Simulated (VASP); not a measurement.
TaBi (rocksalt type):

```
CELL_PARAMETERS angstrom
0.00000 2.97001 2.97001
2.97001 0.00000 2.97001
2.97001 2.97001 0.00000
ATOMIC_POSITIONS crystal
Ta 0.00000 0.00000 0.00000
Bi 0.50000 0.50000 0.50000
```

| Item | Value |
| --- | --- |
| Program | VASP 6.6.1 |
| Task | relaxation of cell and atoms |
| Functional | PBE |
| Potentials or basis | VASP PAW PBE potentials, release 64 (Ta_pv, Bi_d) |
| Cutoff | 600 eV |
| k mesh | 12 × 12 × 12 |
| Occupations | fermi-dirac, width 0.1 eV |
| Spin | no spin polarisation |

At the start: pressure -4.7 GPa; volume 26.20 Å³/atom.

Q: How do energy, volume and symmetry change on relaxing?

A: Over 6 steps the energy falls by 22.2 meV/atom and the volume is 24.77 Å³/atom (-5.5 %); space group Fm-3m (No. 225, to 0.1 Å) before and after.

Step by step:
| step | energy change (eV) | largest force (eV/Å) | pressure (GPa) | volume (Å³) |
| --- | --- | --- | --- | --- |
| 1 | 0.0000 | 0.0000 | -4.69 | 52.40 |
| 2 | 0.0066 | 0.0000 | 6.29 | 46.79 |
| 3 | -0.0443 | 0.0000 | -0.05 | 49.56 |
| 4 | -0.0443 | 0.0000 | 0.06 | 49.51 |
| 5 | -0.0443 | 0.0000 | -0.05 | 49.56 |
| 6 | -0.0443 | 0.0000 | 0.01 | 49.53 |

Final structure:
```cif
data_structure
_symmetry_space_group_name_H-M 'P 1'
_symmetry_Int_Tables_number 1
_cell_length_a 4.1223
_cell_length_b 4.1223
_cell_length_c 4.1223
_cell_angle_alpha 60.000
_cell_angle_beta 60.000
_cell_angle_gamma 60.000
_cell_volume 49.53
loop_
_atom_site_label
_atom_site_type_symbol
_atom_site_fract_x
_atom_site_fract_y
_atom_site_fract_z
_atom_site_occupancy
Ta1 Ta 0.00000 0.00000 0.00000 1
Bi1 Bi 0.50000 0.50000 0.50000 1
```
